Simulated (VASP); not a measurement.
# Pd (Fm-3m) in VASP: single point with PBE

Aim: the single point of Pd with PBE.

All numbers are computed with VASP 6.6.1; they aren't measurements. Logs are shortened: lines on timing, memory, paths and dates and some standing lists are left out, and cuts for length are marked.

### Step 1. The cell of the first run

It takes space group Fm-3m (No. 225, cubic). The conventional cell has a = 3.880 Å, b = 3.880 Å, c = 3.880 Å, α = 90.00°, β = 90.00°, γ = 90.00°. Pd (site symmetry m-3m) has 12 Pd at 2.74 Å within 3.6 Å.

### Step 2. Single point, PBE

INCAR reads:

```
PREC = Accurate ; ENCUT = 500
EDIFF = 1E-6 ; ISMEAR = 0
SIGMA = 0.1 ; LREAL = F
LASPH = T ; NELM = 120
ALGO = Normal ; ISIF = 2
LWAVE = F ; LCHARG = T
GGA = PE ; LELF = T
LVHAR = T ; NBANDS = 11
GGA_COMPAT = F
```

KPOINTS reads:

```
regular mesh
0
Gamma
  8 8 8
```

POSCAR reads:

```
Pd
1.0
    0.0000000000      1.9400000000      1.9400000000
    1.9400000000      0.0000000000      1.9400000000
    1.9400000000      1.9400000000      0.0000000000
Pd
1
Direct
    0.0000000000      0.0000000000      0.0000000000
```

Potentials or basis: VASP PAW PBE potentials, release 64 (Pd).

Launch:

```
$ cat potpaw_PBE.64/Pd/POTCAR > POTCAR
$ mpirun -np 1 vasp_std > vasp.out
```

OUTCAR:

```text
PREC = Accurate
   ENCUT = 500
   EDIFF = 1E-6
   ISMEAR = 0
   LREAL = F
   LASPH = T
   NELM = 120
   ISIF = 2
   GGA = PE

 ion  position               nearest neighbor table
   1  0.000  0.000  0.000-

  LATTYP: Found a face centered cubic cell.
 ALAT       =     3.8800000000

  Lattice vectors:

 A1 = (   0.0000000000,   1.9400000000,   1.9400000000)
 A2 = (   1.9400000000,   0.0000000000,   1.9400000000)
 A3 = (   1.9400000000,   1.9400000000,   0.0000000000)

Analysis of symmetry for initial positions (statically):
=====================================================================
 Subroutine PRICEL returns:
 Original cell was already a primitive cell.

 Routine SETGRP: Setting up the symmetry group for a
 face centered cubic supercell.

 Subroutine GETGRP returns: Found 48 space group operations
 (whereof 48 operations were pure point group operations)
 out of a pool of 48 trial point group operations.

The static configuration has the point symmetry O_h .

Analysis of symmetry for dynamics (positions and initial velocities):
=====================================================================
 Subroutine PRICEL returns:
 Original cell was already a primitive cell.

 Routine SETGRP: Setting up the symmetry group for a
 face centered cubic supercell.

 Subroutine GETGRP returns: Found 48 space group operations
 (whereof 48 operations were pure point group operations)
 out of a pool of 48 trial point group operations.

The dynamic configuration has the point symmetry O_h .

 Subroutine INISYM returns: Found 48 space group operations
 (whereof 48 operations are pure point group operations),
 and found     1 'primitive' translations

----------------------------------------------------------------------------------------

                                     Primitive cell

  volume of cell :      14.6028

  direct lattice vectors                    reciprocal lattice vectors
     0.000000000  1.940000000  1.940000000    -0.257731959  0.257731959  0.257731959
     1.940000000  0.000000000  1.940000000     0.257731959 -0.257731959  0.257731959
     1.940000000  1.940000000  0.000000000     0.257731959  0.257731959 -0.257731959

  length of vectors
     2.743574311  2.743574311  2.743574311     0.446404847  0.446404847  0.446404847

  position of ions in fractional coordinates (direct lattice)
     0.000000000  0.000000000  0.000000000

  ion indices of the primitive-cell ions
   primitive index   ion index
                 1           1

----------------------------------------------------------------------------------------

 KPOINTS: regular mesh

Automatic generation of k-mesh.
 Grid dimensions read from file:
 generate k-points for:    8    8    8

 Generating k-lattice:

  Cartesian coordinates                     Fractional coordinates (reciprocal lattice)
    -0.032216495  0.032216495  0.032216495     0.125000000  0.000000000  0.000000000
     0.032216495 -0.032216495  0.032216495     0.000000000  0.125000000  0.000000000
     0.032216495  0.032216495 -0.032216495     0.000000000  0.000000000  0.125000000

  Length of vectors
     0.055800606  0.055800606  0.055800606

  Shift w.r.t. Gamma in fractional coordinates (k-lattice)
     0.000000000  0.000000000  0.000000000

 Subroutine IBZKPT returns following result:
 ===========================================

 Found     29 irreducible k-points:

 Following reciprocal coordinates:
            Coordinates               Weight
  0.000000  0.000000  0.000000      1.000000
  0.125000  0.000000  0.000000      8.000000
  0.250000  0.000000  0.000000      8.000000
  0.375000  0.000000  0.000000      8.000000
  0.500000  0.000000  0.000000      4.000000
  0.125000  0.125000  0.000000      6.000000
[... 16 lines left out ...]
  0.500000  0.250000  0.125000     48.000000
 -0.375000  0.250000  0.125000     24.000000
 [... further k-points ...]
   k-points           NKPTS =     29   k-points in BZ     NKDIM =     29   number of bands    NBANDS=     11
   number of dos      NEDOS =    301   number of ions     NIONS =      1
   total plane-waves  NPLWV =   8000
   dimension x,y,z NGX =    20 NGY =   20 NGZ =   20
   dimension x,y,z NGXF=    40 NGYF=   40 NGZF=   40
   ions per type =               1
   NGX,Y,Z   is equivalent  to a cutoff of  12.12, 12.12, 12.12 a.u.
   NGXF,Y,Z  is equivalent  to a cutoff of  24.24, 24.24, 24.24 a.u.
 SYSTEM =  unknown system
   PREC   = accura    normal or accurate (medium, high low for compatibility)
   ISTART =      0    job   : 0-new  1-cont  2-samecut
   ICHARG =      2    charge: 1-file 2-atom 10-const
   ISPIN  =      1    spin polarized calculation?
   LNONCOLLINEAR =      F non collinear calculations
   LSORBIT =      F    spin-orbit coupling
   LASPH  =      T    aspherical Exc in radial PAW
   ENCUT  =  500.0 eV  36.75 Ry    6.06 a.u.   5.00  5.00  5.00*2*pi/ulx,y,z
   NELM   =    120;   NELMIN=  2; NELMDL= -5     # of ELM steps
   EDIFF  = 0.1E-05   stopping-criterion for ELM
   LREAL  =      F    real-space projection
   EDIFFG = 0.1E-04   stopping-criterion for IOM
   NSW    =      0    number of steps for IOM
   IBRION =     -1    ionic relax: 0-MD 1-quasi-New 2-CG
   NFREE  =      0    steps in history (QN), initial steepest desc. (CG)
   ISIF   =      2    stress and relaxation
   ISYM   =      2    0-nonsym 1-usesym 2-fastsym
   POTIM  = 0.5000    time-step for ionic-motion
   TEBEG  =    0.0;   TEEND  =   0.0 temperature during run
   PSTRESS=    0.0 pullay stress
   NELECT =      10.0000    total number of electrons
   NUPDOWN=      -1.0000    fix difference up-down
   EMIN   =  10.00;   EMAX   =-10.00  energy-range for DOS
   EFERMI =   0.00;   METHOD = LEGACY
   ISMEAR =     0;   SIGMA  =   0.10  broadening in eV -4-tet -1-fermi 0-gaus
   EFERMI_NEDOS =   21; number of points for ismear=-14 and -15
   IALGO  =     38    algorithm
   IMIX   =      4    mixing-type and parameters
     AMIX     =   0.40;   BMIX     =  1.00
     AMIX_MAG =   1.60;   BMIX_MAG =  1.00
  volume/ion in A,a.u.               =      14.60        98.54
  Fermi-wavevector in a.u.,A,eV,Ry     =   1.442989  2.726854 28.330296  2.082218
  Thomas-Fermi vector in A             =   2.561447
   LORBIT       =      0    0 simple, 1 ext, 2 COOP (PROOUT), +10 PAW based schemes
   GGA     = PE    functional components
   LHFCALC =     F    Hartree Fock is set to
   AEXX    =    0.0000 exact exchange contribution
   IVDW    =     0    specifies the selected vdW correction
   LEPSILON=     F    determine dielectric tensor
   LRPA    =     F    only Hartree local field effects (RPA)
 non-spin polarized calculation
 Gauss-broadening in eV      SIGMA  =   0.10
  energy-cutoff  :      500.00
  volume of cell :       14.60
 maximum number of plane-waves:       388
   NGX =  9   NGY =  9   NGZ =  9

 number of electron      10.0000001 magnetization

 Free energy of the ion-electron system (eV)
  ---------------------------------------------------
  ext. energy  EPLUGINS =         0.00000000
  ---------------------------------------------------
  free energy    TOTEN  =        -5.18159462 eV

  energy without entropy =       -5.17011667  energy(sigma->0) =       -5.17585564

 E-fermi :  10.0631     XC(G=0): -13.2408

 val. band max:       10.0168613456   @ k =  -0.3750   0.3750   0.1250
 cond. band min:      10.0631266459   @ k =   0.5000   0.2500   0.0000
 fundamental gap:      0.0462653003
 Fermi energy:        10.0630548523

 k-point     1 :       0.0000    0.0000    0.0000
  band No.  band energies     occupation
      1       2.7370      2.00000
      2       7.1062      2.00000
      3       7.1062      2.00000
      4       7.1062      2.00000
      5       8.7416      2.00000
      6       8.7416      2.00000
      7      27.1535      0.00000
      8      31.9821      0.00000
      9      31.9821      0.00000
     10      31.9821      0.00000
     11      36.2535      0.00000

 k-point     2 :       0.1250    0.0000    0.0000
  band No.  band energies     occupation
      1       3.2894      2.00000
      2       6.9330      2.00000
      3       7.2811      2.00000
      4       7.2811      2.00000
      5       8.6731      2.00000
      6       8.6731      2.00000
      7      27.6133      0.00000
      8      29.2799      0.00000
      9      32.6205      0.00000
     10      32.6205      0.00000
     11      36.3524      0.00000

 k-point     3 :       0.2500    0.0000    0.0000
  band No.  band energies     occupation
      1       4.4379      2.00000
      2       7.0659      2.00000
      3       7.4010      2.00000
      4       7.4010      2.00000
      5       8.8951      2.00000
      6       8.8951      2.00000
      7      24.5787      0.00000
      8      28.2215      0.00000
      9      33.7400      0.00000
     10      33.7400      0.00000
     11      35.8689      0.00000

 k-point     4 :       0.3750    0.0000    0.0000
  band No.  band energies     occupation
      1       4.6906      2.00000
      2       7.1784      2.00000
      3       7.1784      2.00000
      4       9.0584      2.00000
      5       9.5975      2.00000
      6       9.5975      2.00000
      7      20.0493      0.00000
      8      27.0712      0.00000
      9      32.2171      0.00000
     10      32.2171      0.00000
     11      36.8334      0.00000

 k-point     5 :       0.5000    0.0000    0.0000
  band No.  band energies     occupation
      1       4.6032      2.00000
      2       7.0524      2.00000
      3       7.0524      2.00000
      4       9.9714      1.80518
      5       9.9714      1.80517
      6      10.9469      0.00000
      7      17.3830      0.00000
      8      26.5065      0.00000
      9      31.1685      0.00000
     10      31.1685      0.00000
     11      36.7585      0.00000
[... 211 lines left out ...]
 k-point    21 :       0.5000    0.5000    0.0000
  band No.  band energies     occupation
      1       4.4929      2.00000
      2       4.7970      2.00000
      3       9.9380      1.92296
      4      10.2963      0.00097
      5      10.2963      0.00097
      6      13.3085      0.00000
      7      20.8496      0.00000
      8      23.2235      0.00000
      9      23.2235      0.00000
     10      31.6832      0.00000
     11      31.7986      0.00000

 k-point    22 :       0.3750    0.2500    0.1250
  band No.  band energies     occupation
      1       5.4448      2.00000
      2       6.0692      2.00000
      3       7.1448      2.00000
      4       8.4109      2.00000
      5       8.5956      2.00000
      6      10.2700      0.00343
      7      25.1170      0.00000
      8      25.9540      0.00000
      9      29.3991      0.00000
     10      32.0329      0.00000
     11      35.7834      0.00000

 k-point    23 :       0.5000    0.2500    0.1250
  band No.  band energies     occupation
      1       5.6110      2.00000
      2       6.4892      2.00000
      3       6.9124      2.00000
      4       8.2190      2.00000
      5       9.4595      2.00000
      6      12.4775      0.00000
      7      20.7562      0.00000
      8      25.1995      0.00000
      9      27.3842      0.00000
     10      32.1788      0.00000
     11      35.9004      0.00000

 k-point    24 :      -0.3750    0.2500    0.1250
  band No.  band energies     occupation
      1       5.5512      2.00000
      2       6.2914      2.00000
      3       7.5030      2.00000
      4       7.9821      2.00000
      5       9.8342      1.99879
      6      14.8532      0.00000
      7      17.4280      0.00000
      8      25.7010      0.00000
      9      26.0515      0.00000
     10      31.2326      0.00000
     11      36.3264      0.00000

 [... further k-points ...]

------------------------ aborting loop because EDIFF is reached ----------------------------------------

  FORCE on cell =-STRESS in cart. coord.  units (eV):
  Direction    XX          YY          ZZ          XY          YZ          ZX
  --------------------------------------------------------------------------------------
  -------------------------------------------------------------------------------------
  Total        0.8953842      0.8953842      0.8953842      0.0000000     -0.0000000      0.0000000
  in kB       98.2392020     98.2392020     98.2392020      0.0000000     -0.0000000      0.0000000
  external PRESSURE =      98.2392020 kB  Pullay stress =       0.0000000 kB

 VOLUME and BASIS-vectors are now :
 -----------------------------------------------------------------------------
  energy-cutoff  :      500.00
  volume of cell :       14.60
      direct lattice vectors                 reciprocal lattice vectors
     0.000000000  1.940000000  1.940000000    -0.257731959  0.257731959  0.257731959
     1.940000000  0.000000000  1.940000000     0.257731959 -0.257731959  0.257731959
     1.940000000  1.940000000  0.000000000     0.257731959  0.257731959 -0.257731959

 POSITION                                       TOTAL-FORCE (eV/Angst)
 -----------------------------------------------------------------------------------
      0.00000      0.00000      0.00000        -0.000000     -0.000000     -0.000000
 -----------------------------------------------------------------------------------
    total drift:                                0.000000     -0.000000      0.000000

  FREE ENERGIE OF THE ION-ELECTRON SYSTEM (eV)
  ---------------------------------------------------
  free  energy   TOTEN  =        -5.1815946170 eV

  energy  without entropy=       -5.1701166692  energy(sigma->0) =       -5.17585564
```

It took 8 s on 1 thread of Intel Xeon 8259CL, shared host; peak memory 0.12 GiB.

What came out:

| Item | Value |
| --- | --- |
| Free energy | -5.1816 eV |
| Pressure | 9.8 GPa |
| Band gap on the k mesh | zero (band 5 reaches 10.30 eV, above the bottom of band 6 at 8.67 eV) |
